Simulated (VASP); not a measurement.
# Cd2SnO3 (Cmmm) in VASP: notebook

Cd2SnO3 is run at these levels: PBE; tasks: single point, relaxation of cell and atoms.

Everything below comes from runs of VASP 6.6.1. Logs are shortened: lines on timing, memory, paths and dates and some standing lists are left out, and cuts for length are marked.

## (1) The cell of the first run

It takes space group Cmmm (No. 65, orthorhombic). Conventional cell: a = 5.231 Å, b = 8.765 Å, c = 4.108 Å, α = 90.00°, β = 90.00°, γ = 90.00°. Within 3.4 Å of Cd (site symmetry 2/m) lie 6 O at 2.55 to 2.56 Å and 2 Cd at 2.62 Å and 4 Sn at 3.28 Å. Sn (site symmetry mmm) has 10 O at 2.97 to 3.33 Å and 8 Cd at 3.28 Å within 3.9 Å. Within 3.3 Å of O (site symmetry m2m) lie 5 O at 2.49 to 3.05 Å and 4 Cd at 2.56 Å and 3 Sn at 2.97 to 2.98 Å. Within 3.4 Å of O (site symmetry mmm) lie 4 O at 2.49 Å and 4 Cd at 2.55 Å and 4 Sn at 3.33 Å.

The cell was generated, and may not be a known phase.

## (2) Single point, PBE

INCAR reads:

```
SYSTEM = Cd2SnO3
ALGO     = Normal         ! electronic algorithm
EDIFF    = 1E-6           ! SCF threshold, eV
ENCUT    = 520            ! plane-wave cutoff, eV
GGA      = PE             ! functional
ISIF     = 2              ! what is computed and relaxed
ISMEAR   = 0              ! smearing method
LASPH    = .True.         ! aspherical terms in the spheres
LCHARG   = .True.         ! write CHGCAR
LELF     = .True.         ! ELF
LREAL    = .False.        ! projectors in reciprocal space
LVHAR    = .True.       
LWAVE    = .False.        ! write WAVECAR
NBANDS   = 37             ! bands
NELM     = 60             ! most SCF steps
PREC     = Accurate       ! precision mode
SIGMA    = 0.1            ! smearing width, eV
```

KPOINTS reads:

```
k-points
0
Gamma
  4 4 4
  0 0 0
```

POSCAR reads:

```
Cd2SnO3
1.0
    2.6156247600     -4.3826494400      0.0000000000
    2.6156247600      4.3826494400      0.0000000000
    0.0000000000      0.0000000000      4.1077918000
Cd Sn O
2 1 3
Direct
    0.0000000000      0.5000000000      0.5000000000
    0.5000000000      0.0000000000      0.5000000000
    0.5000000000      0.5000000000      0.0000000000
    0.1601293000      0.8398707000      0.0000000000
    0.8398707000      0.1601293000      0.0000000000
    0.0000000000      0.0000000000      0.5000000000
```

Potentials or basis: VASP PAW PBE potentials, release 64 (Cd, Sn_d, O).

The run is started by

```sh
cat potpaw_PBE.64/Cd/POTCAR potpaw_PBE.64/Sn_d/POTCAR potpaw_PBE.64/O/POTCAR > POTCAR
mpirun -np 1 vasp_std > vasp.out
```

OUTCAR:

```text
SYSTEM = Cd2SnO3
   EDIFF = 1E-6
   ENCUT = 520
   GGA = PE
   ISIF = 2
   ISMEAR = 0
   LASPH = .True.
   LREAL = .False.
   NELM = 60
   PREC = Accurate

 ion  position               nearest neighbor table
   1  0.000  0.500  0.500-   6 2.55   6 2.55   4 2.56   4 2.56   5 2.56   5 2.56   2 2.62   2 2.62
                             3 3.28   3 3.28   3 3.28   3 3.28
   2  0.500  0.000  0.500-   6 2.55   6 2.55   4 2.56   4 2.56   5 2.56   5 2.56   1 2.62   1 2.62
                             3 3.28   3 3.28   3 3.28   3 3.28
   3  0.500  0.500  0.000-   1 3.28   2 3.28   1 3.28   2 3.28   2 3.28   2 3.28   1 3.28   1 3.28

   4  0.160  0.840  0.000-   1 2.56   2 2.56   1 2.56   2 2.56
   5  0.840  0.160  0.000-   1 2.56   2 2.56   1 2.56   2 2.56
   6  0.000  0.000  0.500-   1 2.55   2 2.55   1 2.55   2 2.55

  LATTYP: Found a base centered orthorhombic cell.
 ALAT       =     5.2312495200
 B/A-ratio  =     1.6755650531
 C/A-ratio  =     0.7852410374

  Lattice vectors:

 A1 = (   2.6156247600,  -4.3826494400,   0.0000000000)
 A2 = (   2.6156247600,   4.3826494400,   0.0000000000)
 A3 = (   0.0000000000,   0.0000000000,   4.1077918000)

Analysis of symmetry for initial positions (statically):
=====================================================================
 Subroutine PRICEL returns:
 Original cell was already a primitive cell.

 Routine SETGRP: Setting up the symmetry group for a
 base centered orthorhombic supercell.

 Subroutine GETGRP returns: Found  8 space group operations
 (whereof  8 operations were pure point group operations)
 out of a pool of  8 trial point group operations.

The static configuration has the point symmetry D_2h.

Analysis of symmetry for dynamics (positions and initial velocities):
=====================================================================
 Subroutine PRICEL returns:
 Original cell was already a primitive cell.

 Routine SETGRP: Setting up the symmetry group for a
 base centered orthorhombic supercell.

 Subroutine GETGRP returns: Found  8 space group operations
 (whereof  8 operations were pure point group operations)
 out of a pool of  8 trial point group operations.

The dynamic configuration has the point symmetry D_2h.

 Subroutine INISYM returns: Found  8 space group operations
 (whereof  8 operations are pure point group operations),
 and found     1 'primitive' translations

----------------------------------------------------------------------------------------

                                     Primitive cell
[... 99 lines left out ...]
   IBRION =     -1    ionic relax: 0-MD 1-quasi-New 2-CG
   NFREE  =      0    steps in history (QN), initial steepest desc. (CG)
   ISIF   =      2    stress and relaxation
   ISYM   =      2    0-nonsym 1-usesym 2-fastsym
   POTIM  = 0.5000    time-step for ionic-motion
   TEBEG  =    0.0;   TEEND  =   0.0 temperature during run
   PSTRESS=    0.0 pullay stress
   NELECT =      56.0000    total number of electrons
   NUPDOWN=      -1.0000    fix difference up-down
   EMIN   =  10.00;   EMAX   =-10.00  energy-range for DOS
   EFERMI =   0.00;   METHOD = LEGACY
   ISMEAR =     0;   SIGMA  =   0.10  broadening in eV -4-tet -1-fermi 0-gaus
   EFERMI_NEDOS =   21; number of points for ismear=-14 and -15
   IALGO  =     38    algorithm
   IMIX   =      4    mixing-type and parameters
     AMIX     =   0.40;   BMIX     =  1.00
     AMIX_MAG =   1.60;   BMIX_MAG =  1.00
  volume/ion in A,a.u.               =      15.70       105.92
  Fermi-wavevector in a.u.,A,eV,Ry     =   1.376641  2.601474 25.784944  1.895140
  Thomas-Fermi vector in A             =   2.501867
   LORBIT       =      0    0 simple, 1 ext, 2 COOP (PROOUT), +10 PAW based schemes
   GGA     = PE    functional components
   LHFCALC =     F    Hartree Fock is set to
   AEXX    =    0.0000 exact exchange contribution
   IVDW    =     0    specifies the selected vdW correction
   LEPSILON=     F    determine dielectric tensor
   LRPA    =     F    only Hartree local field effects (RPA)
 non-spin polarized calculation
 Gauss-broadening in eV      SIGMA  =   0.10
  energy-cutoff  :      520.00
  volume of cell :       94.18
 maximum number of plane-waves:      2548
 NGX is ok and might be reduce to    40
   NGX = 19   NGY = 19   NGZ = 15

 number of electron      56.0000001 magnetization

 Free energy of the ion-electron system (eV)
  ---------------------------------------------------
  ext. energy  EPLUGINS =         0.00000000
  ---------------------------------------------------
  free energy    TOTEN  =       -19.35799192 eV

  energy without entropy =      -19.32783529  energy(sigma->0) =      -19.34291360

 E-fermi :   3.5291     XC(G=0): -10.9321

 val. band max:        3.5179325827   @ k =   0.2500   0.0000   0.0000
 cond. band min:       3.5300073641   @ k =   0.5000   0.0000   0.0000
 fundamental gap:      0.0120747814
 Fermi energy:         3.5290683946

 k-point     1 :       0.0000    0.0000    0.0000
  band No.  band energies     occupation
      1     -18.1278      2.00000
      2     -18.1165      2.00000
      3     -18.1054      2.00000
      4     -18.0947      2.00000
      5     -18.0808      2.00000
      6     -13.8851      2.00000
[... 829 lines left out ...]
     36      13.9004      0.00000
     37      13.9382      0.00000

------------------------ aborting loop because EDIFF is reached ----------------------------------------

  FORCE on cell =-STRESS in cart. coord.  units (eV):
  Direction    XX          YY          ZZ          XY          YZ          ZX
  --------------------------------------------------------------------------------------
  -------------------------------------------------------------------------------------
  Total        0.1355839     -3.3292435     -2.2269286      0.0000000      0.0000000      0.0000000
  in kB        2.3065773    -56.6376929    -37.8849117      0.0000000      0.0000000      0.0000000
  external PRESSURE =     -30.7386758 kB  Pullay stress =       0.0000000 kB

 VOLUME and BASIS-vectors are now :
 -----------------------------------------------------------------------------
  energy-cutoff  :      520.00
  volume of cell :       94.18
      direct lattice vectors                 reciprocal lattice vectors
     2.615624760 -4.382649440  0.000000000     0.191158918 -0.114086241  0.000000000
     2.615624760  4.382649440  0.000000000     0.191158918  0.114086241  0.000000000
     0.000000000  0.000000000  4.107791800     0.000000000  0.000000000  0.243439797

 POSITION                                       TOTAL-FORCE (eV/Angst)
 -----------------------------------------------------------------------------------
      1.30781      2.19132      2.05390         0.000000      0.000000      0.000000
      1.30781     -2.19132      2.05390         0.000000      0.000000      0.000000
      2.61562      0.00000      0.00000        -0.000000      0.000000      0.000000
      2.61562      2.97907      0.00000         0.000000     -1.308964      0.000000
      2.61562     -2.97907      0.00000         0.000000      1.308964      0.000000
      0.00000      0.00000      2.05390         0.000000      0.000000      0.000000
 -----------------------------------------------------------------------------------
    total drift:                                0.000000      0.000000     -0.000000

  FREE ENERGIE OF THE ION-ELECTRON SYSTEM (eV)
  ---------------------------------------------------
  free  energy   TOTEN  =       -19.3579919205 eV

  energy  without entropy=      -19.3278352890  energy(sigma->0) =      -19.34291360
```

OSZICAR:

```text
N       E                     dE             d eps       ncg     rms          rms(c)
DAV:   1     0.626234916419E+03    0.62623E+03   -0.28533E+04  1618   0.192E+03
DAV:   2     0.506455105815E+02   -0.57559E+03   -0.54896E+03  1695   0.558E+02
DAV:   3    -0.240638903158E+02   -0.74709E+02   -0.72644E+02  1751   0.169E+02
DAV:   4    -0.271902748261E+02   -0.31264E+01   -0.31141E+01  1699   0.362E+01
DAV:   5    -0.272568252472E+02   -0.66550E-01   -0.66526E-01  1847   0.558E+00    0.166E+01
DAV:   6    -0.232140973730E+02    0.40427E+01   -0.93674E+01  2296   0.660E+01    0.208E+01
DAV:   7    -0.198778205791E+02    0.33363E+01   -0.20922E+01  1765   0.183E+01    0.840E+00
DAV:   8    -0.194459293004E+02    0.43189E+00   -0.27479E+00  1724   0.746E+00    0.494E+00
DAV:   9    -0.193612419680E+02    0.84687E-01   -0.49781E-01  1649   0.359E+00    0.118E+00
DAV:  10    -0.193592910919E+02    0.19509E-02   -0.44383E-02  1772   0.112E+00    0.391E-01
DAV:  11    -0.193589548224E+02    0.33627E-03   -0.11575E-02  1705   0.515E-01    0.374E-01
DAV:  12    -0.193580602634E+02    0.89456E-03   -0.55921E-03  1888   0.340E-01    0.101E-01
DAV:  13    -0.193580093376E+02    0.50926E-04   -0.31831E-04  1664   0.101E-01    0.512E-02
DAV:  14    -0.193579896889E+02    0.19649E-04   -0.86855E-05  1959   0.471E-02    0.105E-02
DAV:  15    -0.193579924081E+02   -0.27192E-05   -0.85989E-06  1520   0.139E-02    0.859E-03
DAV:  16    -0.193579919205E+02    0.48765E-06   -0.39158E-06  1051   0.860E-03
   1 F= -.19357992E+02 E0= -.19342914E+02  d E =-.301566E-01
```

Run time: 2 min. Hardware: 1 thread of Oxide Virtual Turin-like, shared host; peak memory 0.21 GiB.

What came out:

* Free energy: -19.3580 eV
* Pressure: -3.1 GPa
* Largest force: 1.309 eV/Å
* Band gap on the k mesh: zero (bands 28 and 29 overlap by 0.45 eV)

Forces in eV/Å, atoms in the order of the input:
```
Cd   0.000  0.000  0.000
Cd   0.000  0.000  0.000
Sn   0.000  0.000  0.000
O    0.000 -1.309  0.000
O    0.000  1.309  0.000
O    0.000  0.000  0.000
```

Caveat: the k points lie up to 0.38 Å⁻¹ apart; semilocal functionals underestimate gaps, and a narrow one can read as zero; spin-orbit coupling is left out, which moves the levels of the heavy elements; forces of over 1 eV/Å act on the atoms, so gaps and moduli don't describe the material at rest.

## (3) Single point, PBE

This run uses another cell than the first one, of 17.59 Å³/atom.

INCAR reads:

```
SYSTEM = Cd2SnO3
PREC     = Accurate       ! precision mode
ENCUT    = 520            ! plane-wave cutoff, eV
EDIFF    = 1E-6           ! SCF threshold, eV
ISMEAR   = 0              ! smearing method
SIGMA    = 0.1            ! smearing width, eV
LREAL    = .False.        ! projectors in reciprocal space
LASPH    = .True.         ! aspherical terms in the spheres
NELM     = 100            ! most SCF steps
ALGO     = Normal         ! electronic algorithm
ISIF     = 2              ! what is computed and relaxed
LWAVE    = .False.        ! write WAVECAR
LCHARG   = .True.         ! write CHGCAR
GGA      = PE             ! functional
LELF     = .True.         ! ELF
LVHAR    = .True.       
NBANDS   = 37             ! bands
```

KPOINTS reads:

```
Automatic mesh
0
Gamma
  4 4 4
  0 0 0
```

POSCAR reads:

```
Cd2SnO3
1.0
    2.9057606267     -5.4740114661      0.0000000000
    2.9057606267      5.4740114661      0.0000000000
    0.0000000000      0.0000000000      3.3182084925
Cd Sn O
2 1 3
Direct
    0.0000000000      0.5000000000      0.5000000000
    0.5000000000      0.0000000000      0.5000000000
    0.5000000000      0.5000000000      0.0000000000
    0.2933290697      0.7066709303      0.0000000000
    0.7066709303      0.2933290697      0.0000000000
    0.0000000000      0.0000000000      0.5000000000
```

Potentials or basis: VASP PAW PBE potentials, release 64 (Cd, Sn_d, O).

The run is started by

```sh
cat potpaw_PBE.64/Cd/POTCAR potpaw_PBE.64/Sn_d/POTCAR potpaw_PBE.64/O/POTCAR > POTCAR
mpirun -np 1 vasp_std > vasp.out
```

Wall time 2.5 min (1 thread of Oxide Virtual Turin-like, shared host); peak memory 0.24 GiB.

The run converged. Its results:

- Free energy: -22.6118 eV
- Pressure: 0.9 GPa
- Largest force: 0.054 eV/Å
- Band gap on the k mesh: zero (bands 28 and 29 overlap by 0.30 eV)

Forces in eV/Å, atoms in the order of the input:
```
Cd   0.000  0.000  0.000
Cd   0.000  0.000  0.000
Sn   0.000  0.000  0.000
O    0.000 -0.054  0.000
O    0.000  0.054  0.000
O    0.000  0.000  0.000
```

Stress tensor (GPa, compression positive):
```
0.97 0.00 0.00
0.00 0.48 0.00
0.00 0.00 1.13
```

Levels at points of the mesh, in eV from the Fermi level:
```
           k point  band 24  band 25  band 26  band 27  band 28  band 29  band 30  band 31  band 32  band 33
(0.00, 0.00, 0.00)    -2.78    -1.73    -1.21    -1.04     0.03     1.02     2.41     2.92     5.13     5.28
(0.50, 0.00, 0.00)    -2.37    -2.12    -0.97    -0.26     0.04     0.78     0.99     2.61     5.39     5.60
(0.50, 0.50, 0.00)    -2.05    -2.02    -1.42    -1.28     0.03     0.64     2.73     3.82     5.01     5.43
(0.00, 0.00, 0.50)    -1.89    -1.49    -1.05    -0.96    -0.87    -0.17     2.71     2.89     4.35     4.63
(0.50, 0.00, 0.50)    -2.87    -1.96    -1.32    -0.77    -0.63     0.35     2.90     3.40     3.83     5.12
(0.50, 0.50, 0.50)    -1.40    -1.34    -1.14    -0.99    -0.52    -0.24     2.74     3.20     4.02     4.60
```

Caveat: the k points lie up to 0.47 Å⁻¹ apart; semilocal functionals underestimate gaps, and a narrow one can read as zero; spin-orbit coupling is left out, which moves the levels of the heavy elements.

(Part 1 of 2 ends here.)

The gap in the log of VASP goes by the Fermi energy; the results here count the filled bands.